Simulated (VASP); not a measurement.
# Ag (Fm-3m) in VASP: further runs

The runs below take Ag through single point, relaxation of volume and atoms at fixed shape, with r2SCAN.

All numbers are computed with VASP 6.6.1; they aren't measurements. Logs are shortened: lines on timing, memory, paths and dates and some standing lists are left out, and cuts for length are marked.

**1. The cell of the first run**

Symmetry: Fm-3m, No. 225, cubic system. Conventional cell: a = 4.116 Å, b = 4.116 Å, c = 4.116 Å, α = 90.00°, β = 90.00°, γ = 90.00°. Ag (site symmetry m-3m) has 12 Ag at 2.91 Å within 3.8 Å.

**2. Single point, r2SCAN**

The input, POSCAR:

```
Ag
1.0
    4.1162217710      0.0000000000      0.0000000000
    0.0000000000      4.1162217710      0.0000000000
    0.0000000000      0.0000000000      4.1162217710
Ag
4
Direct
    0.0000000000      0.0000000000      0.0000000000
    0.0000000000      0.5000000000      0.5000000000
    0.5000000000      0.0000000000      0.5000000000
    0.5000000000      0.5000000000      0.0000000000
```

The input, INCAR.step1:

```
PREC = Accurate
ENCUT = 520
ISMEAR = 0
SIGMA = 0.05
LREAL = F
LASPH = T
NELM = 60
NBANDS = 30
GGA = PE
ALGO = Normal
EDIFF = 1E-4
LWAVE = T
LCHARG = F
```

The input, INCAR.step2:

```
PREC = Accurate
ENCUT = 520
EDIFF = 1E-6
ISMEAR = 0
SIGMA = 0.05
LREAL = F
LASPH = T
NELM = 60
ALGO = Normal
ISIF = 2
LWAVE = F
LCHARG = F
METAGGA = R2SCAN
LMIXTAU = T
NBANDS = 30
ISTART = 1
```

The input, KPOINTS:

```
regular mesh
0
Gamma
  5 5 5
```

Potentials or basis: VASP PAW PBE potentials, release 64 (Ag).

Run with:

```console
cat potpaw_PBE.64/Ag/POTCAR > POTCAR
cp INCAR.step1 INCAR
mpirun -np 1 vasp_std > vasp.out
cp INCAR.step2 INCAR
mpirun -np 1 vasp_std > vasp.out
```

OUTCAR:

```text
PREC = Accurate
   ENCUT = 520
   EDIFF = 1E-6
   ISMEAR = 0
   LREAL = F
   LASPH = T
   NELM = 60
   ISIF = 2
   METAGGA = R2SCAN
   ISTART = 1

 ion  position               nearest neighbor table
   1  0.000  0.000  0.000-   2 2.91   3 2.91   4 2.91   2 2.91   3 2.91   2 2.91   4 2.91   2 2.91
                             3 2.91   4 2.91   3 2.91   4 2.91
   2  0.000  0.500  0.500-   1 2.91   3 2.91   4 2.91   1 2.91   4 2.91   1 2.91   3 2.91   1 2.91
                             3 2.91   4 2.91   4 2.91   3 2.91
   3  0.500  0.000  0.500-   1 2.91   2 2.91   4 2.91   1 2.91   4 2.91   2 2.91   4 2.91   4 2.91
                             1 2.91   2 2.91   1 2.91   2 2.91
   4  0.500  0.500  0.000-   1 2.91   2 2.91   3 2.91   2 2.91   3 2.91   1 2.91   3 2.91   3 2.91
                             1 2.91   2 2.91   2 2.91   1 2.91

  LATTYP: Found a simple cubic cell.
 ALAT       =     4.1162217710

  Lattice vectors:

 A1 = (   4.1162217710,   0.0000000000,   0.0000000000)
 A2 = (   0.0000000000,   4.1162217710,   0.0000000000)
 A3 = (   0.0000000000,   0.0000000000,   4.1162217710)

Analysis of symmetry for initial positions (statically):
=====================================================================
 Subroutine PRICEL returns following result:

  LATTYP: Found a face centered cubic cell.
 ALAT       =     4.1162217710

  Lattice vectors:

 A1 = (   2.0581108855,  -2.0581108855,   0.0000000000)
 A2 = (   2.0581108855,   0.0000000000,   2.0581108855)
 A3 = (   0.0000000000,  -2.0581108855,   2.0581108855)

   4 primitive cells build up your supercell.

 Routine SETGRP: Setting up the symmetry group for a
 simple cubic supercell.

 Subroutine GETGRP returns: Found 48 space group operations
 (whereof 48 operations were pure point group operations)
 out of a pool of 48 trial point group operations.

The static configuration has the point symmetry O_h .

Analysis of symmetry for dynamics (positions and initial velocities):
=====================================================================
 Subroutine PRICEL returns following result:

  LATTYP: Found a face centered cubic cell.
 ALAT       =     4.1162217710

  Lattice vectors:

 A1 = (   2.0581108855,  -2.0581108855,   0.0000000000)
 A2 = (   2.0581108855,   0.0000000000,   2.0581108855)
 A3 = (   0.0000000000,  -2.0581108855,   2.0581108855)

   4 primitive cells build up your supercell.

 Routine SETGRP: Setting up the symmetry group for a
 simple cubic supercell.

 Subroutine GETGRP returns: Found 48 space group operations
 (whereof 48 operations were pure point group operations)
 out of a pool of 48 trial point group operations.

The dynamic configuration has the point symmetry O_h .

 Subroutine INISYM returns: Found 48 space group operations
 (whereof 48 operations are pure point group operations),
 and found     4 'primitive' translations

----------------------------------------------------------------------------------------

                                     Primitive cell

  volume of cell :      17.4356

  direct lattice vectors                    reciprocal lattice vectors
     2.058110886 -2.058110886  0.000000000     0.242941235 -0.242941235 -0.242941235
     2.058110886  0.000000000  2.058110885     0.242941235  0.242941235  0.242941235
     0.000000000 -2.058110886  2.058110886    -0.242941235 -0.242941235  0.242941235

  length of vectors
     2.910608327  2.910608327  2.910608327     0.420786562  0.420786562  0.420786562

  position of ions in fractional coordinates (direct lattice)
     0.000000000  0.000000000  0.000000000

  ion indices of the primitive-cell ions
   primitive index   ion index
                 1           1

----------------------------------------------------------------------------------------

 KPOINTS: regular mesh

Automatic generation of k-mesh.
 Grid dimensions read from file:
 generate k-points for:    5    5    5

 Generating k-lattice:

  Cartesian coordinates                     Fractional coordinates (reciprocal lattice)
     0.048588247  0.000000000  0.000000000     0.200000000  0.000000000  0.000000000
     0.000000000  0.048588247  0.000000000     0.000000000  0.200000000  0.000000000
     0.000000000  0.000000000  0.048588247     0.000000000  0.000000000  0.200000000

  Length of vectors
     0.048588247  0.048588247  0.048588247

  Shift w.r.t. Gamma in fractional coordinates (k-lattice)
     0.000000000  0.000000000  0.000000000

 Subroutine IBZKPT returns following result:
 ===========================================

 Found     10 irreducible k-points:

 Following reciprocal coordinates:
            Coordinates               Weight
  0.000000  0.000000  0.000000      1.000000
  0.200000  0.000000  0.000000      6.000000
  0.400000  0.000000  0.000000      6.000000
  0.200000  0.200000  0.000000     12.000000
  0.400000  0.200000  0.000000     24.000000
  0.400000  0.400000  0.000000     12.000000
  0.200000  0.200000  0.200000      8.000000
  0.400000  0.200000  0.200000     24.000000
  0.400000  0.400000  0.200000     24.000000
  0.400000  0.400000  0.400000      8.000000
   k-points           NKPTS =     10   k-points in BZ     NKDIM =     10   number of bands    NBANDS=     30
   number of dos      NEDOS =    301   number of ions     NIONS =      4
   total plane-waves  NPLWV =  32768
   dimension x,y,z NGX =    32 NGY =   32 NGZ =   32
   dimension x,y,z NGXF=    64 NGYF=   64 NGZF=   64
   ions per type =               4
   NGX,Y,Z   is equivalent  to a cutoff of  12.92, 12.92, 12.92 a.u.
   NGXF,Y,Z  is equivalent  to a cutoff of  25.85, 25.85, 25.85 a.u.
 SYSTEM =  unknown system
   PREC   = accura    normal or accurate (medium, high low for compatibility)
   ISTART =      1    job   : 0-new  1-cont  2-samecut
   ICHARG =      0    charge: 1-file 2-atom 10-const
   ISPIN  =      1    spin polarized calculation?
   LNONCOLLINEAR =      F non collinear calculations
   LSORBIT =      F    spin-orbit coupling
   LASPH  =      T    aspherical Exc in radial PAW
   ENCUT  =  520.0 eV  38.22 Ry    6.18 a.u.   7.65  7.65  7.65*2*pi/ulx,y,z
   NELM   =     60;   NELMIN=  2; NELMDL=  0     # of ELM steps
   EDIFF  = 0.1E-05   stopping-criterion for ELM
   LREAL  =      F    real-space projection
   EDIFFG = 0.1E-04   stopping-criterion for IOM
   NSW    =      0    number of steps for IOM
   IBRION =     -1    ionic relax: 0-MD 1-quasi-New 2-CG
   NFREE  =      0    steps in history (QN), initial steepest desc. (CG)
   ISIF   =      2    stress and relaxation
   ISYM   =      2    0-nonsym 1-usesym 2-fastsym
   POTIM  = 0.5000    time-step for ionic-motion
   TEBEG  =    0.0;   TEEND  =   0.0 temperature during run
   PSTRESS=    0.0 pullay stress
   NELECT =      44.0000    total number of electrons
   NUPDOWN=      -1.0000    fix difference up-down
   EMIN   =  10.00;   EMAX   =-10.00  energy-range for DOS
   EFERMI =   0.00;   METHOD = LEGACY
   ISMEAR =     0;   SIGMA  =   0.05  broadening in eV -4-tet -1-fermi 0-gaus
   EFERMI_NEDOS =   21; number of points for ismear=-14 and -15
   IALGO  =     38    algorithm
   IMIX   =      4    mixing-type and parameters
     AMIX     =   0.40;   BMIX     =  1.00
     AMIX_MAG =   1.60;   BMIX_MAG =  1.00
  volume/ion in A,a.u.               =      17.44       117.66
  Fermi-wavevector in a.u.,A,eV,Ry     =   1.404086  2.653337 26.823297  1.971457
  Thomas-Fermi vector in A             =   2.526683
   LORBIT       =      0    0 simple, 1 ext, 2 COOP (PROOUT), +10 PAW based schemes
   METAGGA = R2SCAN    functional components
   LHFCALC =     F    Hartree Fock is set to
   AEXX    =    0.0000 exact exchange contribution
   IVDW    =     0    specifies the selected vdW correction
   LEPSILON=     F    determine dielectric tensor
   LRPA    =     F    only Hartree local field effects (RPA)
 non-spin polarized calculation
 Gauss-broadening in eV      SIGMA  =   0.05
  energy-cutoff  :      520.00
  volume of cell :       69.74
 maximum number of plane-waves:      1887
 NGX is ok and might be reduce to    32
   NGX = 15   NGY = 15   NGZ = 15

 number of electron      43.9999996 magnetization

 Free energy of the ion-electron system (eV)
  ---------------------------------------------------
  ext. energy  EPLUGINS =         0.00000000
  ---------------------------------------------------
  free energy    TOTEN  =       -85.35041863 eV

  energy without entropy =      -85.34400543  energy(sigma->0) =      -85.34721203

 E-fermi :   7.8745     XC(G=0): -12.8020

 val. band max:        7.8358482451   @ k =   0.4000   0.4000   0.2000
 cond. band min:       8.3155859085   @ k =   0.4000   0.4000   0.4000
 fundamental gap:      0.4797376634
 Fermi energy:         7.8745092837

 k-point     1 :       0.0000    0.0000    0.0000
  band No.  band energies     occupation
      1       0.3465      2.00000
      2       1.5007      2.00000
      3       1.5007      2.00000
      4       1.5007      2.00000
      5       1.6136      2.00000
      6       1.6136      2.00000
[... 22 lines left out ...]
     29      19.1446      0.00000
     30      19.1446      0.00000

 k-point     2 :       0.2000    0.0000    0.0000
  band No.  band energies     occupation
      1       0.7626      2.00000
      2       1.6687      2.00000
      3       1.7103      2.00000
      4       1.7103      2.00000
      5       1.7409      2.00000
      6       1.8141      2.00000
[... 22 lines left out ...]
     29      17.9110      0.00000
     30      18.0540      0.00000

 k-point     3 :       0.4000    0.0000    0.0000
  band No.  band energies     occupation
      1       1.7614      2.00000
      2       2.0227      2.00000
      3       2.0862      2.00000
      4       2.1445      2.00000
      5       2.1445      2.00000
      6       2.4062      2.00000
[... 220 lines left out ...]
     29      19.9629      0.00000
     30      21.5771      0.00000

 k-point    10 :       0.4000    0.4000    0.4000
  band No.  band energies     occupation
      1       1.6216      2.00000
      2       1.7275      2.00000
      3       1.7275      2.00000
      4       1.7275      2.00000
      5       2.9654      2.00000
      6       2.9654      2.00000
[... 22 lines left out ...]
     29      23.5241      0.00000
     30      23.5241      0.00000

------------------------ aborting loop because EDIFF is reached ----------------------------------------

  FORCE on cell =-STRESS in cart. coord.  units (eV):
  Direction    XX          YY          ZZ          XY          YZ          ZX
  --------------------------------------------------------------------------------------
  -------------------------------------------------------------------------------------
  Total        0.0621927      0.0621927      0.0621927      0.0000000      0.0000000      0.0000000
  in kB        1.4287422      1.4287422      1.4287422      0.0000000      0.0000000      0.0000000
  external PRESSURE =       1.4287422 kB  Pullay stress =       0.0000000 kB

 VOLUME and BASIS-vectors are now :
 -----------------------------------------------------------------------------
  energy-cutoff  :      520.00
  volume of cell :       69.74
      direct lattice vectors                 reciprocal lattice vectors
     4.116221771  0.000000000  0.000000000     0.242941235  0.000000000  0.000000000
     0.000000000  4.116221771  0.000000000     0.000000000  0.242941235  0.000000000
     0.000000000  0.000000000  4.116221771     0.000000000  0.000000000  0.242941235

 POSITION                                       TOTAL-FORCE (eV/Angst)
 -----------------------------------------------------------------------------------
      0.00000      0.00000      0.00000        -0.000000      0.000000      0.000000
      0.00000      2.05811      2.05811         0.000000     -0.000000     -0.000000
      2.05811      0.00000      2.05811        -0.000000     -0.000000     -0.000000
      2.05811      2.05811      0.00000         0.000000      0.000000      0.000000
 -----------------------------------------------------------------------------------
    total drift:                                0.000000     -0.000000     -0.000000

  FREE ENERGIE OF THE ION-ELECTRON SYSTEM (eV)
  ---------------------------------------------------
  free  energy   TOTEN  =       -85.3504186315 eV

  energy  without entropy=      -85.3440054275  energy(sigma->0) =      -85.34721203
```

It took 42 s on 1 thread of AMD EPYC 9R45 (Zen 5), shared host; peak memory 0.15 GiB.

What came out:

```yaml
Free_energy: -85.3504 eV
Pressure: 0.1 GPa
Band_gap_on_the_k_mesh: zero (bands 22 and 23 overlap by 2.23 eV)
```

Levels at points of the mesh, in eV from the Fermi level:
| k point | band 18 | band 19 | band 20 | band 21 | band 22 | band 23 | band 24 | band 25 | band 26 | band 27 |
| --- | --- | --- | --- | --- | --- | --- | --- | --- | --- | --- |
| (0.00, 0.00, 0.00) | -2.79 | -2.79 | -2.79 | -2.79 | 2.01 | 2.01 | 2.01 | 7.06 | 7.06 | 7.06 |

Caveat: the PAW data sets were made with another functional, which shifts forces and pressure a little.

**3. Relaxation of volume and atoms at fixed shape, r2SCAN**

This run uses another cell than the first one, of 17.10 Å³/atom.

The input, POSCAR:

```
Ag
1.0
    4.0900000000      0.0000000000      0.0000000000
    0.0000000000      4.0900000000      0.0000000000
    0.0000000000      0.0000000000      4.0900000000
Ag
4
Direct
    0.0000000000      0.0000000000      0.0000000000
    0.0000000000      0.5000000000      0.5000000000
    0.5000000000      0.0000000000      0.5000000000
    0.5000000000      0.5000000000      0.0000000000
```

The input, INCAR.step1:

```
  ALGO = Normal
  EDIFF = 1E-4
  ENCUT = 600
  GGA = PE
  ISMEAR = 0
  LASPH = True
  LCHARG = False
  LREAL = False
  LWAVE = True
  NELM = 100
  PREC = Accurate
  SIGMA = 0.05
```

The input, INCAR.step2:

```
  ALGO = Normal
  EDIFF = 1E-6
  EDIFFG = -0.02
  ENCUT = 600
  IBRION = 2
  ISIF = 8
  ISMEAR = 0
  ISTART = 1
  LASPH = True
  LCHARG = False
  LMIXTAU = True
  LREAL = False
  LWAVE = False
  METAGGA = R2SCAN
  NELM = 100
  NSW = 80
  PREC = Accurate
  SIGMA = 0.05
```

The input, KPOINTS:

```
k-points
0
Gamma
  5 5 5
```

Potentials or basis: VASP PAW PBE potentials, release 64 (Ag).

Run with:

```console
cat potpaw_PBE.64/Ag/POTCAR > POTCAR
cp INCAR.step1 INCAR
mpirun -np 1 vasp_std > vasp.out
cp INCAR.step2 INCAR
mpirun -np 1 vasp_std > vasp.out
```

It took 2.6 min on 1 thread of AMD EPYC 9R45 (Zen 5), shared host; peak memory 0.2 GiB.

The run converged. Its results:

| Quantity | Value |
| --- | --- |
| Free energy | -85.3479 eV |
| Relaxed volume | 17.46 Å³/atom |
| Relaxed cell | a = 4.118 Å, b = 4.118 Å, c = 4.118 Å, α = 90.00°, β = 90.00°, γ = 90.00° |
| Space group after relaxing (to 0.1 Å) | Fm-3m (No. 225) |
| Energy gained by relaxing | 2.4 meV/atom |
| Ionic steps | 3 |
| Pressure after relaxing | 0.0 GPa |
| Band gap on the k mesh | zero (bands 22 and 23 overlap by 2.23 eV) |

Step by step:
| step | energy change (eV) | largest force (eV/Å) | pressure (GPa) | volume (Å³) |
| --- | --- | --- | --- | --- |
| 1 | 0.0000 | 0.0000 | 2.22 | 68.42 |
| 2 | -0.0056 | 0.0000 | -1.30 | 70.79 |
| 3 | -0.0096 | 0.0000 | 0.02 | 69.83 |

Final structure:
```
Ag
1.0
     4.11804    0.00000    0.00000
     0.00000    4.11804    0.00000
     0.00000    0.00000    4.11804
Ag
4
Direct
  0.00000 0.00000 0.00000
  0.00000 0.50000 0.50000
  0.50000 0.00000 0.50000
  0.50000 0.50000 0.00000
```

Levels at points of the mesh, in eV from the Fermi level:
```tsv
k point	band 18	band 19	band 20	band 21	band 22	band 23	band 24	band 25	band 26
(0.00, 0.00, 0.00)	-2.79	-2.79	-2.79	-2.79	2.01	2.01	2.01	7.05	7.05
```

Caveat: the PAW data sets were made with another functional, which shifts forces and pressure a little.
